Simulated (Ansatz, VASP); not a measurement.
## Two plane-wave programs on ZrSi2

```
Zr Si
1.0
     4.81921    0.00000    0.00000
    -2.40961    4.17356    0.00000
     0.00000    0.00000    5.06222
Zr Si
2 4
Direct
  0.66667 0.33333 0.25000
  0.33333 0.66667 0.75000
  0.00000 0.00000 0.00000
  0.00000 0.00000 0.50000
  0.33333 0.66667 0.25000
  0.66667 0.33333 0.75000
```

Alike in both runs: functional PBE; k mesh 5 × 5 × 2; occupations gaussian, width 0.2 eV; no spin polarisation.

Ansatz relaxed the structure, and its values are those at the end. VASP's run is a single point on that final structure, the one shown.

|  | VASP | Ansatz |
| --- | --- | --- |
| version | VASP 6.6.1 | Ansatz 0.2.0 |
| potentials or method | VASP PAW PBE potentials, release 64 (Zr_sv, Si), cutoff 500 eV | scalar-relativistic, plane waves, PAW |
| valence electrons in the cell | 40 | 40 |

|  | VASP | Ansatz | Ansatz less VASP |
| --- | --- | --- | --- |
| gap on the k mesh at the Fermi level (eV) | none | none | - |
| pressure (GPa) | 0.5 | 0.4 | -0.03 |

A gap of «none» marks a metal or a gap that the smearing closes.

The k mesh is coarse, so the values compare programs but aren't converged.
